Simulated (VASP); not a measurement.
Wanted: the native input for a VASP 6.6.1 run.

```yaml
Task: single point
Functional: PBE
Potentials_or_basis: VASP PAW PBE potentials, release 64 (C, Si)
Cutoff: 600 eV
k_mesh: 12 × 12 × 12
Occupations: gaussian, width 0.02 eV
Spin: no spin polarisation
Dipole_correction: no
Further_INCAR_settings: ALGO = Normal; EDIFF = 1e-06; NBANDS = 11
```

The structure of SiC (base) lies in POSCAR:

```
SiC
1.0
    0.0000000000      1.8491797527      1.8491797527
    1.8491797527      0.0000000000      1.8491797527
    1.8491797527      1.8491797527      0.0000000000
C Si
1 1
Direct
    0.0000000000      0.0000000000      0.0000000000
    0.5000000000      0.5000000000      0.5000000000
```

These files were run (other wordings do the same):

INCAR

```
PREC     = Accurate       # precision mode
ENCUT    = 600            # plane-wave cutoff, eV
EDIFF    = 1E-6           # SCF threshold, eV
ISMEAR   = 0              # smearing method
SIGMA    = 0.02           # smearing width, eV
LREAL    = False          # projectors in reciprocal space
LASPH    = True           # aspherical terms in the spheres
NELM     = 120            # most SCF steps
ALGO     = Normal         # electronic algorithm
ISIF     = 2              # what is computed and relaxed
LWAVE    = False          # write WAVECAR
LCHARG   = False          # write CHGCAR
GGA      = PE             # functional
NBANDS   = 11             # bands
GGA_COMPAT= False
```

KPOINTS

```
regular mesh
0
Gamma
  12 12 12
```

Potentials or basis: VASP PAW PBE potentials, release 64 (C, Si).

Run with:

```bash
$ cat potpaw_PBE.64/C/POTCAR potpaw_PBE.64/Si/POTCAR > POTCAR
$ mpirun -np 1 vasp_std > vasp.out
```

It gave:

```json
{
 "Pressure": "124.5 GPa",
 "Band gap on the k mesh": "1.12 eV, indirect (least direct gap 6.60 eV)"
}
```

It took 8.7 s on 1 thread of AMD EPYC 7R13 Processor (Zen 3), with other jobs on the host, peak memory 0.11 GiB.
